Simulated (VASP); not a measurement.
# Zr2C in VASP: notebook

Runs on Zr2C. Level: PBE. Tasks: single point, relaxation of cell and atoms.

Everything below comes from runs of VASP 6.6.1. Logs are shortened: lines on timing, memory, paths and dates and some standing lists are left out, and cuts for length are marked.

### Step 1. The cell of the first run

It takes space group Fmmm (No. 69, orthorhombic). The conventional cell has a = 3.396 Å, b = 5.334 Å, c = 11.351 Å, α = 90.00°, β = 90.00°, γ = 90.00°. Zr (site symmetry mm2) has 4 C at 2.27 to 3.06 Å and 7 Zr at 3.01 to 3.16 Å within 3.2 Å. C (site symmetry mmm) has 8 Zr at 2.27 to 3.06 Å and 4 C at 3.16 Å within 3.2 Å.

### Step 2. Single point, PBE

INCAR

```
SYSTEM = Zr2C
ALGO = Normal ; EDIFF = 1E-6
ENCUT = 520 ; GGA = PE
ISIF = 2 ; ISMEAR = 0
LASPH = .TRUE. ; LCHARG = .FALSE.
LREAL = .FALSE. ; LWAVE = .FALSE.
NBANDS = 21 ; NELM = 80
PREC = Accurate ; SIGMA = 0.1
```

KPOINTS

```
k-points
0
G
  6 6 6
  0 0 0
```

POSCAR

```
Zr2C
1.0
    0.0000000000      2.6670154458      5.6756063140
    1.6981761134      0.0000000000      5.6756063140
    1.6981761134      2.6670154458      0.0000000000
Zr C
2 1
Direct
    0.8676343717      0.8676343717      0.1323656283
    0.1323656283      0.1323656283      0.8676343717
    0.5000000000      0.5000000000      0.5000000000
```

Potentials or basis: VASP PAW PBE potentials, release 64 (Zr_sv, C).

Command:

```
cat potpaw_PBE.64/Zr_sv/POTCAR potpaw_PBE.64/C/POTCAR > POTCAR
mpirun -np 1 vasp_std > vasp.out
```

OUTCAR:

```text
SYSTEM = Zr2C
   EDIFF = 1E-6
   ENCUT = 520
   GGA = PE
   ISIF = 2
   ISMEAR = 0
   LASPH = .TRUE.
   LREAL = .FALSE.
   NELM = 80
   PREC = Accurate

 ion  position               nearest neighbor table
   1  0.868  0.868  0.132-   3 2.27   3 2.27   2 3.01   2 3.16   2 3.16   2 3.77   2 3.77
   2  0.132  0.132  0.868-   3 2.27   3 2.27   1 3.01   1 3.16   1 3.16   1 3.77   1 3.77
   3  0.500  0.500  0.500-   2 2.27   2 2.27   1 2.27   1 2.27

  LATTYP: Found a face centered orthorhombic cell.
 ALAT       =     3.3963522268
 B/A-ratio  =     1.5705175834
 C/A-ratio  =     3.3421776865

  Lattice vectors:

 A1 = (   0.0000000000,   2.6670154458,   5.6756063140)
 A2 = (   1.6981761134,   0.0000000000,   5.6756063140)
 A3 = (   1.6981761134,   2.6670154458,   0.0000000000)

Analysis of symmetry for initial positions (statically):
=====================================================================
 Subroutine PRICEL returns:
 Original cell was already a primitive cell.

 Routine SETGRP: Setting up the symmetry group for a
 face centered orthorhombic supercell.

 Subroutine GETGRP returns: Found  8 space group operations
 (whereof  8 operations were pure point group operations)
 out of a pool of  8 trial point group operations.

The static configuration has the point symmetry D_2h.

Analysis of symmetry for dynamics (positions and initial velocities):
=====================================================================
 Subroutine PRICEL returns:
 Original cell was already a primitive cell.

 Routine SETGRP: Setting up the symmetry group for a
 face centered orthorhombic supercell.

 Subroutine GETGRP returns: Found  8 space group operations
 (whereof  8 operations were pure point group operations)
 out of a pool of  8 trial point group operations.

The dynamic configuration has the point symmetry D_2h.

 Subroutine INISYM returns: Found  8 space group operations
 (whereof  8 operations are pure point group operations),
 and found     1 'primitive' translations

----------------------------------------------------------------------------------------

                                     Primitive cell

  volume of cell :      51.4103

  direct lattice vectors                    reciprocal lattice vectors
     0.000000000  2.667015446  5.675606314    -0.294433537  0.187475480  0.088096315
     1.698176113  0.000000000  5.675606314     0.294433537 -0.187475480  0.088096315
     1.698176113  2.667015446  0.000000000     0.294433537  0.187475480 -0.088096315

  length of vectors
     6.271002984  5.924213800  3.161767465     0.359998783  0.359998783  0.359998783

  position of ions in fractional coordinates (direct lattice)
     0.867634372  0.867634372  0.132365628
     0.132365628  0.132365628  0.867634372
     0.500000000  0.500000000  0.500000000

  ion indices of the primitive-cell ions
   primitive index   ion index
                 1           1
                 2           2
                 3           3

----------------------------------------------------------------------------------------

 KPOINTS: k-points

Automatic generation of k-mesh.
 Grid dimensions read from file:
 generate k-points for:    6    6    6

 Generating k-lattice:

  Cartesian coordinates                     Fractional coordinates (reciprocal lattice)
    -0.049072256  0.031245913  0.014682719     0.166666667  0.000000000  0.000000000
     0.049072256 -0.031245913  0.014682719    -0.000000000  0.166666667 -0.000000000
     0.049072256  0.031245913 -0.014682719     0.000000000  0.000000000  0.166666667

  Length of vectors
     0.059999797  0.059999797  0.059999797

  Shift w.r.t. Gamma in fractional coordinates (k-lattice)
     0.000000000  0.000000000  0.000000000

 Subroutine IBZKPT returns following result:
 ===========================================

 Found     46 irreducible k-points:

 Following reciprocal coordinates:
            Coordinates               Weight
  0.000000  0.000000  0.000000      1.000000
  0.166667 -0.000000 -0.000000      8.000000
  0.333333  0.000000  0.000000      8.000000
  0.500000 -0.000000 -0.000000      4.000000
  0.166667  0.166667  0.000000      2.000000
  0.333333  0.166667 -0.000000      8.000000
[... 16 lines left out ...]
 -0.166667  0.166667  0.166667      8.000000
  0.500000  0.333333  0.166667      4.000000
 [... further k-points ...]
   k-points           NKPTS =     46   k-points in BZ     NKDIM =     46   number of bands    NBANDS=     21
   number of dos      NEDOS =    301   number of ions     NIONS =      3
   total plane-waves  NPLWV =  55296
   dimension x,y,z NGX =    48 NGY =   48 NGZ =   24
   dimension x,y,z NGXF=    96 NGYF=   96 NGZF=   48
   ions per type =               2   1
   NGX,Y,Z   is equivalent  to a cutoff of  12.72, 13.47, 12.62 a.u.
   NGXF,Y,Z  is equivalent  to a cutoff of  25.45, 26.94, 25.24 a.u.
 SYSTEM =  Zr2C
   PREC   = accura    normal or accurate (medium, high low for compatibility)
   ISTART =      0    job   : 0-new  1-cont  2-samecut
   ICHARG =      2    charge: 1-file 2-atom 10-const
   ISPIN  =      1    spin polarized calculation?
   LNONCOLLINEAR =      F non collinear calculations
   LSORBIT =      F    spin-orbit coupling
   LASPH  =      T    aspherical Exc in radial PAW
   ENCUT  =  520.0 eV  38.22 Ry    6.18 a.u.  11.66 11.02  5.88*2*pi/ulx,y,z
   NELM   =     80;   NELMIN=  2; NELMDL= -5     # of ELM steps
   EDIFF  = 0.1E-05   stopping-criterion for ELM
   LREAL  =      F    real-space projection
   EDIFFG = 0.1E-04   stopping-criterion for IOM
   NSW    =      0    number of steps for IOM
   IBRION =     -1    ionic relax: 0-MD 1-quasi-New 2-CG
   NFREE  =      0    steps in history (QN), initial steepest desc. (CG)
   ISIF   =      2    stress and relaxation
   ISYM   =      2    0-nonsym 1-usesym 2-fastsym
   POTIM  = 0.5000    time-step for ionic-motion
   TEBEG  =    0.0;   TEEND  =   0.0 temperature during run
   PSTRESS=    0.0 pullay stress
   NELECT =      28.0000    total number of electrons
   NUPDOWN=      -1.0000    fix difference up-down
   EMIN   =  10.00;   EMAX   =-10.00  energy-range for DOS
   EFERMI =   0.00;   METHOD = LEGACY
   ISMEAR =     0;   SIGMA  =   0.10  broadening in eV -4-tet -1-fermi 0-gaus
   EFERMI_NEDOS =   21; number of points for ismear=-14 and -15
   IALGO  =     38    algorithm
   IMIX   =      4    mixing-type and parameters
     AMIX     =   0.40;   BMIX     =  1.00
     AMIX_MAG =   1.60;   BMIX_MAG =  1.00
  volume/ion in A,a.u.               =      17.14       115.64
  Fermi-wavevector in a.u.,A,eV,Ry     =   1.336936  2.526443 24.319030  1.787398
  Thomas-Fermi vector in A             =   2.465524
   LORBIT       =      0    0 simple, 1 ext, 2 COOP (PROOUT), +10 PAW based schemes
   GGA     = PE    functional components
   LHFCALC =     F    Hartree Fock is set to
   AEXX    =    0.0000 exact exchange contribution
   IVDW    =     0    specifies the selected vdW correction
   LEPSILON=     F    determine dielectric tensor
   LRPA    =     F    only Hartree local field effects (RPA)
 non-spin polarized calculation
 Gauss-broadening in eV      SIGMA  =   0.10
  energy-cutoff  :      520.00
  volume of cell :       51.41
 maximum number of plane-waves:      1400
 NGX is ok and might be reduce to    48

 number of electron      28.0000000 magnetization

 Free energy of the ion-electron system (eV)
  ---------------------------------------------------
  ext. energy  EPLUGINS =         0.00000000
  ---------------------------------------------------
  free energy    TOTEN  =       -26.50614942 eV

  energy without entropy =      -26.49217515  energy(sigma->0) =      -26.49916229

 E-fermi :   8.9038     XC(G=0): -11.4132

 val. band max:        8.8976867165   @ k =   0.0000   0.1667   0.1667
 cond. band min:       8.9127479732   @ k =   0.5000  -0.0000  -0.0000
 fundamental gap:      0.0150612567
 Fermi energy:         8.9038491608

 k-point     1 :       0.0000    0.0000    0.0000
  band No.  band energies     occupation
      1     -39.6979      2.00000
      2     -39.5853      2.00000
      3     -18.2004      2.00000
      4     -17.4126      2.00000
      5     -17.3596      2.00000
      6     -17.3557      2.00000
[... 13 lines left out ...]
     20      12.0179      0.00000
     21      12.8411      0.00000

 k-point     2 :       0.1667   -0.0000   -0.0000
  band No.  band energies     occupation
      1     -39.6720      2.00000
      2     -39.5713      2.00000
      3     -18.1280      2.00000
      4     -17.5777      2.00000
      5     -17.5393      2.00000
      6     -17.4108      2.00000
[... 13 lines left out ...]
     20      12.2232      0.00000
     21      13.0343      0.00000

 k-point     3 :       0.3333    0.0000    0.0000
  band No.  band energies     occupation
      1     -39.6173      2.00000
      2     -39.5455      2.00000
      3     -18.0163      2.00000
      4     -17.9561      2.00000
      5     -17.8173      2.00000
      6     -17.4948      2.00000
[... 13 lines left out ...]
     20      12.9213      0.00000
     21      13.0570      0.00000
[... 457 lines left out ...]
 k-point    23 :      -0.1667    0.1667    0.1667
  band No.  band energies     occupation
      1     -39.5892      2.00000
      2     -39.5331      2.00000
      3     -18.0433      2.00000
      4     -17.9344      2.00000
      5     -17.8056      2.00000
      6     -17.6555      2.00000
[... 13 lines left out ...]
     20      13.3226      0.00000
     21      13.6457      0.00000

 k-point    24 :       0.5000    0.3333    0.1667
  band No.  band energies     occupation
      1     -39.6418      2.00000
      2     -39.5872      2.00000
      3     -17.9375      2.00000
      4     -17.6162      2.00000
      5     -17.5605      2.00000
      6     -17.4850      2.00000
[... 13 lines left out ...]
     20      12.7199      0.00000
     21      12.8997      0.00000

 [... further k-points ...]

------------------------ aborting loop because EDIFF is reached ----------------------------------------

  FORCE on cell =-STRESS in cart. coord.  units (eV):
  Direction    XX          YY          ZZ          XY          YZ          ZX
  --------------------------------------------------------------------------------------
  -------------------------------------------------------------------------------------
  Total       -0.0191748     -0.0721149     -0.0523978      0.0000000      0.0000000      0.0000000
  in kB       -0.5975738     -2.2474256     -1.6329521      0.0000000      0.0000000      0.0000000
  external PRESSURE =      -1.4926505 kB  Pullay stress =       0.0000000 kB

 VOLUME and BASIS-vectors are now :
 -----------------------------------------------------------------------------
  energy-cutoff  :      520.00
  volume of cell :       51.41
      direct lattice vectors                 reciprocal lattice vectors
     0.000000000  2.667015446  5.675606314    -0.294433537  0.187475480  0.088096315
     1.698176113  0.000000000  5.675606314     0.294433537 -0.187475480  0.088096315
     1.698176113  2.667015446  0.000000000     0.294433537  0.187475480 -0.088096315

 POSITION                                       TOTAL-FORCE (eV/Angst)
 -----------------------------------------------------------------------------------
      1.69818      2.66702      9.84870         0.000000     -0.000000      0.007051
      1.69818      2.66702      1.50251         0.000000     -0.000000     -0.007051
      1.69818      2.66702      5.67561         0.000000      0.000000     -0.000000
 -----------------------------------------------------------------------------------
    total drift:                                0.000000     -0.000000      0.000000

  FREE ENERGIE OF THE ION-ELECTRON SYSTEM (eV)
  ---------------------------------------------------
  free  energy   TOTEN  =       -26.5061494228 eV

  energy  without entropy=      -26.4921751521  energy(sigma->0) =      -26.49916229
```

It took 45 s on 1 thread of AMD EPYC 9R45 (Zen 5), shared host; peak memory 0.21 GiB.

What came out:

```yaml
Free_energy: -26.5061 eV
Pressure: -0.1 GPa
Largest_force: 0.007 eV/Å
Band_gap_on_the_k_mesh: zero (bands 14 and 15 overlap by 0.65 eV)
```

Forces on the atoms (eV/Å):
```
Zr   0.000  0.000  0.007
Zr   0.000  0.000 -0.007
C    0.000  0.000  0.000
```

Levels at points of the mesh, in eV from the Fermi level:
| k point | band 12 | band 13 | band 14 | band 15 | band 16 | band 17 |
| --- | --- | --- | --- | --- | --- | --- |
| (0.00, 0.00, 0.00) | -1.64 | -0.43 | 0.49 | 0.67 | 1.14 | 1.25 |
| (0.50, 0.00, 0.00) | -1.94 | -1.80 | -0.07 | 0.01 | 1.71 | 2.55 |
| (0.50, 0.50, 0.00) | -1.90 | -0.43 | 0.08 | 1.05 | 1.18 | 1.19 |
| (0.50, 0.00, 0.50) | -2.72 | -0.71 | 0.33 | 0.55 | 1.43 | 2.74 |
| (0.00, 0.50, 0.50) | -3.17 | -1.35 | -1.15 | 2.29 | 4.15 | 4.26 |

Caveat: the k points lie up to 0.38 Å⁻¹ apart, too coarse for converged energies and pressures of a metal.

### Step 3. Single point, PBE

This run uses another cell than the first one: it holds 6 atoms, not 3.

INCAR

```
PREC = Accurate
ENCUT = 520
EDIFF = 1E-6
ISMEAR = 0
SIGMA = 0.1
LREAL = F
LASPH = T
NELM = 100
ALGO = Normal
ISIF = 2
LWAVE = F
LCHARG = F
GGA = PE
NBANDS = 37
```

KPOINTS

```
Automatic mesh
0
Gamma
  4 4 4
```

POSCAR

```
Zr2C
1.0
    5.6598064820     -1.6856560219      0.0000000000
    5.6598064820      1.6856560219      0.0000000000
    0.0000000000      0.0000000000      5.3486080779
Zr C
4 2
Direct
    0.8833068470      0.3830440573      0.2500000000
    0.6169559427      0.1166931530      0.2500000000
    0.3830440573      0.8833068470      0.7500000000
    0.1166931530      0.6169559427      0.7500000000
    0.7497540315      0.2502459685      0.7500000000
    0.2502459685      0.7497540315      0.2500000000
```

Potentials or basis: VASP PAW PBE potentials, release 64 (Zr_sv, C).

Command:

```
cat potpaw_PBE.64/Zr_sv/POTCAR potpaw_PBE.64/C/POTCAR > POTCAR
mpirun -np 1 vasp_std > vasp.out
```

OUTCAR:

```text
PREC = Accurate
   ENCUT = 520
   EDIFF = 1E-6
   ISMEAR = 0
   LREAL = F
   LASPH = T
   NELM = 100
   ISIF = 2
   GGA = PE

 ion  position               nearest neighbor table
   1  0.883  0.383  0.250-   6 2.26   6 2.26   2 3.01   2 3.14   2 3.14   3 3.16   3 3.16   3 3.16
                             3 3.16   4 3.76   4 3.76
   2  0.617  0.117  0.250-   6 2.26   6 2.26   1 3.01   1 3.14   1 3.14   4 3.16   4 3.16   4 3.16
                             4 3.16   3 3.76   3 3.76
   3  0.383  0.883  0.750-   5 2.26   5 2.26   4 3.01   4 3.14   4 3.14   1 3.16   1 3.16   1 3.16
                             1 3.16   2 3.76   2 3.76
   4  0.117  0.617  0.750-   5 2.26   5 2.26   3 3.01   3 3.14   3 3.14   2 3.16   2 3.16   2 3.16
                             2 3.16   1 3.76   1 3.76
   5  0.750  0.250  0.750-   3 2.26   4 2.26   4 2.26   3 2.26
   6  0.250  0.750  0.250-   1 2.26   2 2.26   1 2.26   2 2.26

  LATTYP: Found a base centered orthorhombic cell.
 ALAT       =     3.3713120438
 B/A-ratio  =     3.3576283705
 C/A-ratio  =     1.5865063834

  Lattice vectors:

 A1 = (  -5.6598064820,  -1.6856560219,   0.0000000000)
 A2 = (   5.6598064820,  -1.6856560219,   0.0000000000)
[... 187 lines left out ...]
 fundamental gap:      0.0178406926
 Fermi energy:         8.9486385855

 k-point     1 :       0.0000    0.0000    0.0000
  band No.  band energies     occupation
      1     -39.5875      2.00000
      2     -39.4701      2.00000
      3     -39.4689      2.00000
      4     -39.3661      2.00000
      5     -18.1465      2.00000
      6     -18.1081      2.00000
[... 829 lines left out ...]
     36      11.9688      0.00000
     37      12.3493      0.00000

------------------------ aborting loop because EDIFF is reached ----------------------------------------

  FORCE on cell =-STRESS in cart. coord.  units (eV):
  Direction    XX          YY          ZZ          XY          YZ          ZX
  --------------------------------------------------------------------------------------
  -------------------------------------------------------------------------------------
  Total        0.0631942      0.2607937     -0.0074610      0.0000000      0.0000000      0.0000000
  in kB        0.9920798      4.0941742     -0.1171302      0.0000000      0.0000000      0.0000000
  external PRESSURE =       1.6563746 kB  Pullay stress =       0.0000000 kB

 VOLUME and BASIS-vectors are now :
 -----------------------------------------------------------------------------
  energy-cutoff  :      520.00
  volume of cell :      102.06
      direct lattice vectors                 reciprocal lattice vectors
     5.659806482 -1.685656022  0.000000000     0.088342243 -0.296620422  0.000000000
     5.659806482  1.685656022  0.000000000     0.088342243  0.296620422  0.000000000
     0.000000000  0.000000000  5.348608078     0.000000000  0.000000000  0.186964531

 POSITION                                       TOTAL-FORCE (eV/Angst)
 -----------------------------------------------------------------------------------
      7.16730     -0.84327      1.33715        -0.013721      0.000208     -0.000000
      4.15231     -0.84327      1.33715         0.013721      0.000208     -0.000000
      7.16730      0.84327      4.01146        -0.013721     -0.000208      0.000000
      4.15231      0.84327      4.01146         0.013721     -0.000208      0.000000
      5.65981     -0.84200      4.01146         0.000000     -0.007013     -0.000000
      5.65981      0.84200      1.33715         0.000000      0.007013      0.000000
 -----------------------------------------------------------------------------------
    total drift:                               -0.000000     -0.000000     -0.000000

  FREE ENERGIE OF THE ION-ELECTRON SYSTEM (eV)
  ---------------------------------------------------
  free  energy   TOTEN  =       -53.0443244892 eV

  energy  without entropy=      -53.0110590435  energy(sigma->0) =      -53.02769177
```

OSZICAR:

```text
N       E                     dE             d eps       ncg     rms          rms(c)
DAV:   1     0.541751315712E+03    0.54175E+03   -0.29867E+04  1562   0.151E+03
DAV:   2    -0.941529976934E+01   -0.55117E+03   -0.53725E+03  1760   0.443E+02
DAV:   3    -0.581446093870E+02   -0.48729E+02   -0.47882E+02  2524   0.988E+01
DAV:   4    -0.613910234902E+02   -0.32464E+01   -0.32367E+01  2276   0.235E+01
DAV:   5    -0.615130915135E+02   -0.12207E+00   -0.12202E+00  2251   0.426E+00    0.309E+01
DAV:   6    -0.538572146868E+02    0.76559E+01   -0.58519E+01  1748   0.274E+01    0.125E+01
DAV:   7    -0.530570257766E+02    0.80019E+00   -0.85619E+00  2039   0.114E+01    0.761E+00
DAV:   8    -0.530458620430E+02    0.11164E-01   -0.75340E-01  1951   0.393E+00    0.179E+00
DAV:   9    -0.530437421229E+02    0.21199E-02   -0.11506E-01  2096   0.143E+00    0.635E-01
DAV:  10    -0.530447488093E+02   -0.10067E-02   -0.27895E-02  1912   0.913E-01    0.148E-01
DAV:  11    -0.530443239971E+02    0.42481E-03   -0.24188E-03  1930   0.244E-01    0.421E-02
DAV:  12    -0.530443268428E+02   -0.28457E-05   -0.20922E-04  2152   0.611E-02    0.158E-02
DAV:  13    -0.530443246559E+02    0.21869E-05   -0.24454E-05  1796   0.201E-02    0.193E-03
DAV:  14    -0.530443244892E+02    0.16665E-06   -0.10203E-06  1189   0.560E-03
   1 F= -.53044324E+02 E0= -.53027692E+02  d E =-.332654E-01
```

Wall time 75 s (1 thread of AMD EPYC 9R45 (Zen 5), shared host); peak memory 0.28 GiB.

What came out:

```yaml
Free_energy: -53.0443 eV
Pressure: 0.2 GPa
Largest_force: 0.014 eV/Å
Band_gap_on_the_k_mesh: zero (bands 28 and 29 overlap by 0.60 eV)
```

Forces on the atoms (eV/Å):
```
Zr  -0.014  0.000  0.000
Zr   0.014  0.000  0.000
Zr  -0.014  0.000  0.000
Zr   0.014  0.000  0.000
C    0.000 -0.007  0.000
C    0.000  0.007  0.000
```

Levels at points of the mesh, in eV from the Fermi level:
| k point | band 24 | band 25 | band 26 | band 27 | band 28 | band 29 | band 30 | band 31 | band 32 | band 33 |
| --- | --- | --- | --- | --- | --- | --- | --- | --- | --- | --- |
| (0.00, 0.00, 0.00) | -1.55 | -0.74 | -0.35 | 0.36 | 0.59 | 0.60 | 0.81 | 1.13 | 1.29 | 1.46 |
| (0.50, 0.00, 0.00) | -2.09 | -1.13 | -1.13 | -0.68 | -0.68 | 0.37 | 0.37 | 1.16 | 1.17 | 3.07 |
| (0.50, 0.50, 0.00) | -1.91 | -1.40 | -1.18 | -0.39 | 0.19 | 1.04 | 1.22 | 1.32 | 1.36 | 2.33 |
| (0.00, 0.00, 0.50) | -2.15 | -1.97 | -1.97 | 0.27 | 0.27 | 1.30 | 1.30 | 1.58 | 1.58 | 1.79 |
| (0.50, 0.00, 0.50) | -1.92 | -1.80 | -1.80 | -0.03 | -0.03 | 0.07 | 0.07 | 1.76 | 1.76 | 2.62 |
| (0.50, 0.50, 0.50) | -2.58 | -1.20 | -1.20 | -0.95 | -0.95 | 1.22 | 1.22 | 1.93 | 1.93 | 2.68 |

Caveat: the k points lie up to 0.49 Å⁻¹ apart, too coarse for converged energies and pressures of a metal.

(Part 1 of 2 ends here.)
